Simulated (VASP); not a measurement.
# LaGdH (P4/nmm) in VASP: single point with PBE

Aim: the single point of LaGdH with PBE.

Everything below comes from runs of VASP 6.6.1. Logs are shortened: lines on timing, memory, paths and dates and some standing lists are left out, and cuts for length are marked.

**1. The cell of the first run**

The structure is tetragonal, space group P4/nmm (No. 129). Conventional cell: a = 4.474 Å, b = 4.474 Å, c = 6.400 Å, α = 90.00°, β = 90.00°, γ = 90.00°. La (site symmetry 4mm) has 4 Gd at 2.65 Å and 4 H at 2.86 Å within 3.5 Å. Within 3.8 Å of H (site symmetry -4m2) lie 4 La at 2.86 Å and 4 H at 3.16 Å and 2 Gd at 3.20 Å. Gd (site symmetry -4m2) has 4 La at 2.65 Å and 4 Gd at 3.16 Å and 2 H at 3.20 Å within 3.5 Å.

**2. Single point, PBE, collinear spin, ferromagnetic start**

Contents of INCAR:

```
  PREC = Accurate
  ENCUT = 520
  EDIFF = 1E-6
  ISMEAR = -1
  SIGMA = 0.1
  LREAL = F
  LASPH = T
  NELM = 150
  ALGO = Normal
  ISIF = 2
  LWAVE = F
  LCHARG = F
  ISPIN = 2
  MAGMOM = 0 0 0 0 7 7
  LORBIT = 11
  LMAXMIX = 6
  GGA = PE
  NBANDS = 43
```

Contents of KPOINTS:

```
Automatic mesh
0
Gamma
  5 5 4
```

Contents of POSCAR:

```
LaGdH
1.0
    4.4741148200      0.0000000000      0.0000000000
    0.0000000000      4.4741148200      0.0000000000
    0.0000000000      0.0000000000      6.4000291700
La H Gd
2 2 2
Direct
    0.0000000000      0.5000000000      0.7780000000
    0.5000000000      0.0000000000      0.2220000000
    0.0000000000      0.0000000000      0.5000000000
    0.5000000000      0.5000000000      0.5000000000
    0.0000000000      0.0000000000      0.0000000000
    0.5000000000      0.5000000000      0.0000000000
```

Potentials or basis: VASP PAW PBE potentials, release 64 (La, H, Gd).

Launch:

```bash
$ cat potpaw_PBE.64/La/POTCAR potpaw_PBE.64/H/POTCAR potpaw_PBE.64/Gd/POTCAR > POTCAR
$ mpirun -np 1 vasp_std > vasp.out
```

OUTCAR:

```text
PREC = Accurate
   ENCUT = 520
   EDIFF = 1E-6
   ISMEAR = -1
   LREAL = F
   LASPH = T
   NELM = 150
   ISIF = 2
   ISPIN = 2
   LORBIT = 11
   GGA = PE

 ion  position               nearest neighbor table
   1  0.000  0.500  0.778-   5 2.65   6 2.65   5 2.65   6 2.65
   2  0.500  0.000  0.222-   5 2.65   6 2.65   6 2.65   5 2.65
   3  0.000  0.000  0.500-
   4  0.500  0.500  0.500-
   5  0.000  0.000  0.000-   1 2.65   2 2.65   1 2.65   2 2.65   6 3.16   6 3.16   6 3.16   6 3.16

   6  0.500  0.500  0.000-   1 2.65   2 2.65   2 2.65   1 2.65   5 3.16   5 3.16   5 3.16   5 3.16

  LATTYP: Found a simple tetragonal cell.
 ALAT       =     4.4741148200
 C/A-ratio  =     1.4304570686

  Lattice vectors:

 A1 = (   4.4741148200,   0.0000000000,   0.0000000000)
 A2 = (   0.0000000000,   4.4741148200,   0.0000000000)
 A3 = (   0.0000000000,   0.0000000000,   6.4000291700)

Analysis of symmetry for initial positions (statically):
=====================================================================
 Subroutine PRICEL returns:
 Original cell was already a primitive cell.

 Routine SETGRP: Setting up the symmetry group for a
 simple tetragonal supercell.

 Subroutine GETGRP returns: Found 16 space group operations
 (whereof  8 operations were pure point group operations)
 out of a pool of 16 trial point group operations.

The static configuration has the point symmetry D_2d.
 The point group associated with its full space group is D_4h.

Analysis of symmetry for dynamics (positions and initial velocities):
=====================================================================
 Subroutine PRICEL returns:
 Original cell was already a primitive cell.

 Routine SETGRP: Setting up the symmetry group for a
 simple tetragonal supercell.

 Subroutine GETGRP returns: Found 16 space group operations
 (whereof  8 operations were pure point group operations)
 out of a pool of 16 trial point group operations.

The dynamic configuration has the point symmetry D_2d.
 The point group associated with its full space group is D_4h.

Analysis of structural, dynamic, and magnetic symmetry:
=====================================================================
 Subroutine PRICEL returns:
 Original cell was already a primitive cell.

 Routine SETGRP: Setting up the symmetry group for a
 simple tetragonal supercell.

 Subroutine GETGRP returns: Found 16 space group operations
 (whereof  8 operations were pure point group operations)
 out of a pool of 16 trial point group operations.

The overall configuration has the point symmetry D_2d.
 The point group associated with its full space group is D_4h.

 Subroutine INISYM returns: Found 16 space group operations
 (whereof  8 operations are pure point group operations),
 and found     1 'primitive' translations

----------------------------------------------------------------------------------------

                                     Primitive cell

  volume of cell :     128.1139

  direct lattice vectors                    reciprocal lattice vectors
     4.474114820  0.000000000  0.000000000     0.223507898  0.000000000  0.000000000
     0.000000000  4.474114820  0.000000000     0.000000000  0.223507898  0.000000000
     0.000000000  0.000000000  6.400029170     0.000000000  0.000000000  0.156249288

  length of vectors
     4.474114820  4.474114820  6.400029170     0.223507898  0.223507898  0.156249288

  position of ions in fractional coordinates (direct lattice)
     0.000000000  0.500000000  0.778000000
     0.500000000  0.000000000  0.222000000
     0.000000000  0.000000000  0.500000000
     0.500000000  0.500000000  0.500000000
     0.000000000  0.000000000  0.000000000
     0.500000000  0.500000000  0.000000000

  ion indices of the primitive-cell ions
   primitive index   ion index
                 1           1
                 2           2
                 3           3
                 4           4
                 5           5
                 6           6

----------------------------------------------------------------------------------------

 KPOINTS: Automatic mesh

Automatic generation of k-mesh.
 Grid dimensions read from file:
 generate k-points for:    5    5    4

 Generating k-lattice:

  Cartesian coordinates                     Fractional coordinates (reciprocal lattice)
     0.044701580  0.000000000  0.000000000     0.200000000  0.000000000  0.000000000
     0.000000000  0.044701580  0.000000000     0.000000000  0.200000000  0.000000000
     0.000000000  0.000000000  0.039062322     0.000000000  0.000000000  0.250000000

  Length of vectors
     0.044701580  0.044701580  0.039062322

  Shift w.r.t. Gamma in fractional coordinates (k-lattice)
     0.000000000  0.000000000  0.000000000

 Subroutine IBZKPT returns following result:
 ===========================================

 Found     18 irreducible k-points:

 Following reciprocal coordinates:
            Coordinates               Weight
  0.000000  0.000000  0.000000      1.000000
  0.200000  0.000000  0.000000      4.000000
  0.400000  0.000000  0.000000      4.000000
  0.200000  0.200000  0.000000      4.000000
  0.400000  0.200000  0.000000      8.000000
  0.400000  0.400000  0.000000      4.000000
[... 10 lines left out ...]
  0.400000  0.200000  0.500000      8.000000
  0.400000  0.400000  0.500000      4.000000
   k-points           NKPTS =     18   k-points in BZ     NKDIM =     18   number of bands    NBANDS=     43
   number of dos      NEDOS =    301   number of ions     NIONS =      6
   total plane-waves  NPLWV =  62208
   dimension x,y,z NGX =    36 NGY =   36 NGZ =   48
   dimension x,y,z NGXF=    72 NGYF=   72 NGZF=   96
   ions per type =               2   2   2
   NGX,Y,Z   is equivalent  to a cutoff of  13.38, 13.38, 12.47 a.u.
   NGXF,Y,Z  is equivalent  to a cutoff of  26.75, 26.75, 24.94 a.u.
 SYSTEM =  unknown system
   PREC   = accura    normal or accurate (medium, high low for compatibility)
   ISTART =      0    job   : 0-new  1-cont  2-samecut
   ICHARG =      2    charge: 1-file 2-atom 10-const
   ISPIN  =      2    spin polarized calculation?
   LNONCOLLINEAR =      F non collinear calculations
   LSORBIT =      F    spin-orbit coupling
   LASPH  =      T    aspherical Exc in radial PAW
   ENCUT  =  520.0 eV  38.22 Ry    6.18 a.u.   8.32  8.32 11.90*2*pi/ulx,y,z
   NELM   =    150;   NELMIN=  2; NELMDL= -5     # of ELM steps
   EDIFF  = 0.1E-05   stopping-criterion for ELM
   LREAL  =      F    real-space projection
   EDIFFG = 0.1E-04   stopping-criterion for IOM
   NSW    =      0    number of steps for IOM
   IBRION =     -1    ionic relax: 0-MD 1-quasi-New 2-CG
   NFREE  =      0    steps in history (QN), initial steepest desc. (CG)
   ISIF   =      2    stress and relaxation
   ISYM   =      2    0-nonsym 1-usesym 2-fastsym
   POTIM  = 0.5000    time-step for ionic-motion
   TEBEG  =    0.0;   TEEND  =   0.0 temperature during run
   PSTRESS=    0.0 pullay stress
   NELECT =      60.0000    total number of electrons
   NUPDOWN=      -1.0000    fix difference up-down
   EMIN   =  10.00;   EMAX   =-10.00  energy-range for DOS
   EFERMI =   0.00;   METHOD = LEGACY
   ISMEAR =    -1;   SIGMA  =   0.10  broadening in eV -4-tet -1-fermi 0-gaus
   EFERMI_NEDOS =   21; number of points for ismear=-14 and -15
   IALGO  =     38    algorithm
   IMIX   =      4    mixing-type and parameters
     AMIX     =   0.40;   BMIX     =  1.00
     AMIX_MAG =   1.60;   BMIX_MAG =  1.00
  volume/ion in A,a.u.               =      21.35       144.09
  Fermi-wavevector in a.u.,A,eV,Ry     =   1.271335  2.402474 21.990981  1.616292
  Thomas-Fermi vector in A             =   2.404273
   LORBIT       =     11    0 simple, 1 ext, 2 COOP (PROOUT), +10 PAW based schemes
   GGA     = PE    functional components
   LHFCALC =     F    Hartree Fock is set to
   AEXX    =    0.0000 exact exchange contribution
   IVDW    =     0    specifies the selected vdW correction
   LEPSILON=     F    determine dielectric tensor
   LRPA    =     F    only Hartree local field effects (RPA)
 spin polarized calculation
  energy-cutoff  :      520.00
  volume of cell :      128.11
 maximum number of plane-waves:      3483
 NGX is ok and might be reduce to    36
   NGX = 17   NGY = 17   NGZ = 23

 number of electron      60.0000012 magnetization       9.5863169

 number of electron      59.9999977 magnetization      13.3896914

 Free energy of the ion-electron system (eV)
  ---------------------------------------------------
  ext. energy  EPLUGINS =         0.00000000
  ---------------------------------------------------
  free energy    TOTEN  =       -32.99759178 eV

  energy without entropy =      -32.78926130  energy(sigma->0) =      -32.89342654

 E-fermi :   5.7285     XC(G=0):  -9.9639

 val. band max:        5.7283876268   @ k =   0.4000   0.0000   0.2500
 cond. band min:       5.7388472433   @ k =   0.4000   0.0000   0.0000
 fundamental gap:      0.0104596165
 Fermi energy:         5.7285389191

 spin component 1

 k-point     1 :       0.0000    0.0000    0.0000
  band No.  band energies     occupation
      1     -38.9210      1.00000
      2     -38.6362      1.00000
      3     -26.9361      1.00000
      4     -26.6876      1.00000
      5     -17.6679      1.00000
      6     -17.6679      1.00000
[... 34 lines left out ...]
     41       7.2049      0.00000
     42       7.4210      0.00000

 k-point     2 :       0.2000    0.0000    0.0000
  band No.  band energies     occupation
      1     -38.8916      1.00000
      2     -38.6610      1.00000
      3     -26.9394      1.00000
      4     -26.7369      1.00000
      5     -17.5535      1.00000
      6     -17.5033      1.00000
[... 709 lines left out ...]
     41       7.3958      0.00000
     42       7.6594      0.00000

 k-point    18 :       0.4000    0.4000    0.5000
  band No.  band energies     occupation
      1     -38.7778      1.00000
      2     -38.7504      1.00000
      3     -26.9683      1.00000
      4     -26.9426      1.00000
      5     -17.4066      1.00000
      6     -17.2018      1.00000
[... 34 lines left out ...]
     41       7.0587      0.00000
     42       7.5373      0.00000
 Fermi energy:         5.7285389191

 spin component 2

 k-point     1 :       0.0000    0.0000    0.0000
  band No.  band energies     occupation
      1     -36.0122      1.00000
      2     -35.6348      1.00000
      3     -26.9494      1.00000
      4     -26.6678      1.00000
      5     -16.0324      1.00000
      6     -16.0324      1.00000
[... 34 lines left out ...]
     41       7.7351      0.00000
     42       8.1962      0.00000

 k-point     2 :       0.2000    0.0000    0.0000
  band No.  band energies     occupation
      1     -35.9722      1.00000
      2     -35.6663      1.00000
      3     -26.9515      1.00000
      4     -26.7216      1.00000
      5     -15.9016      1.00000
      6     -15.8402      1.00000
[... 709 lines left out ...]
     41       8.0144      0.00000
     42       8.0773      0.00000

 k-point    18 :       0.4000    0.4000    0.5000
  band No.  band energies     occupation
      1     -35.8144      1.00000
      2     -35.7780      1.00000
      3     -26.9767      1.00000
      4     -26.9474      1.00000
      5     -15.7572      1.00000
      6     -15.5229      1.00000
[... 34 lines left out ...]
     41       7.9554      0.00000
     42       7.9805      0.00000
 [bands above 42 left out]

------------------------ aborting loop because EDIFF is reached ----------------------------------------

  FORCE on cell =-STRESS in cart. coord.  units (eV):
  Direction    XX          YY          ZZ          XY          YZ          ZX
  --------------------------------------------------------------------------------------
  -------------------------------------------------------------------------------------
  Total       13.6868642     13.6868642      4.7561464      0.0000000      0.0000000      0.0000000
  in kB      171.1663285    171.1663285     59.4798127      0.0000000      0.0000000      0.0000000
  external PRESSURE =     133.9374899 kB  Pullay stress =       0.0000000 kB

 VOLUME and BASIS-vectors are now :
 -----------------------------------------------------------------------------
  energy-cutoff  :      520.00
  volume of cell :      128.11
      direct lattice vectors                 reciprocal lattice vectors
     4.474114820  0.000000000  0.000000000     0.223507898  0.000000000  0.000000000
     0.000000000  4.474114820  0.000000000     0.000000000  0.223507898  0.000000000
     0.000000000  0.000000000  6.400029170     0.000000000  0.000000000  0.156249288

 POSITION                                       TOTAL-FORCE (eV/Angst)
 -----------------------------------------------------------------------------------
      0.00000      2.23706      4.97922         0.000000     -0.000000     -5.350176
      2.23706      0.00000      1.42081         0.000000      0.000000      5.350176
      0.00000      0.00000      3.20001         0.000000      0.000000      0.000000
      2.23706      2.23706      3.20001        -0.000000     -0.000000      0.000000
      0.00000      0.00000      0.00000         0.000000     -0.000000      0.000000
      2.23706      2.23706      0.00000        -0.000000      0.000000      0.000000
 -----------------------------------------------------------------------------------
    total drift:                                0.000000      0.000000     -0.000000

  FREE ENERGIE OF THE ION-ELECTRON SYSTEM (eV)
  ---------------------------------------------------
  free  energy   TOTEN  =       -32.9975917793 eV

  energy  without entropy=      -32.7892612980  energy(sigma->0) =      -32.89342654

 total charge

# of ion       s       p       d       f       tot
--------------------------------------------------
    1        1.993   5.541   1.280   0.393   9.208
    2        1.993   5.541   1.280   0.393   9.208
    3        0.455   0.002   0.000   0.000   0.457
    4        0.455   0.002   0.000   0.000   0.457
    5        2.038   5.527   1.106   7.135  15.806
    6        2.038   5.527   1.106   7.135  15.806
--------------------------------------------------
tot          8.971  22.142   4.773  15.055  50.941

 magnetization (x)

# of ion       s       p       d       f       tot
--------------------------------------------------
    1        0.002  -0.002  -0.066   0.009  -0.057
    2        0.002  -0.002  -0.066   0.009  -0.057
    3        0.001  -0.000   0.000   0.000   0.001
    4        0.001  -0.000   0.000   0.000   0.001
    5       -0.002  -0.065   0.108   6.494   6.535
    6       -0.002  -0.065   0.108   6.494   6.535
--------------------------------------------------
tot          0.003  -0.134   0.083  13.006  12.958
```

It took 19 min on 1 thread of AMD EPYC 7R13 (Zen 3), shared host; peak memory 0.39 GiB.

Results:

| Item | Value |
| --- | --- |
| Free energy | -32.9976 eV |
| Pressure | 13.4 GPa |
| Largest force | 5.350 eV/Å |
| Net moment | 13.39 μB per cell |
| Site moments | La -0.06; H +0.00; Gd +6.54 μB |
| Valence electrons inside the program's atomic spheres | La 9.21; H 0.46; Gd 15.81 |

Forces in eV/Å, atoms in the order of the input:
```
La   0.000  0.000 -5.350
La   0.000  0.000  5.350
H    0.000  0.000  0.000
H    0.000  0.000  0.000
Gd   0.000  0.000  0.000
Gd   0.000  0.000  0.000
```

Levels at points of the mesh, in eV from the Fermi level:
Spin up:
```csv
k point,band 33,band 34,band 35,band 36,band 37,band 38,band 39,band 40
"(0.00, 0.00, 0.00)",-2.84,-1.69,-1.26,0.48,0.98,0.98,1.13,1.13
"(0.00, 0.00, 0.50)",-2.16,-1.74,-1.32,-1.21,-0.66,0.85,0.85,1.47
```
Spin down:
```
           k point  band 22  band 23  band 24  band 25  band 26  band 27
(0.00, 0.00, 0.00)     0.00     0.53     0.62     0.67     0.67     0.88
(0.00, 0.00, 0.50)    -1.08    -0.55    -0.02     0.59     0.59     0.90
```

Caveat: the stress differs along the axes, from 6 to 17 GPa; spin-orbit coupling is left out, which moves the levels of the heavy elements; semilocal functionals describe open f shells poorly, which spoils levels, moments and volumes; forces of over 1 eV/Å act on the atoms, so gaps and moduli don't describe the material at rest.
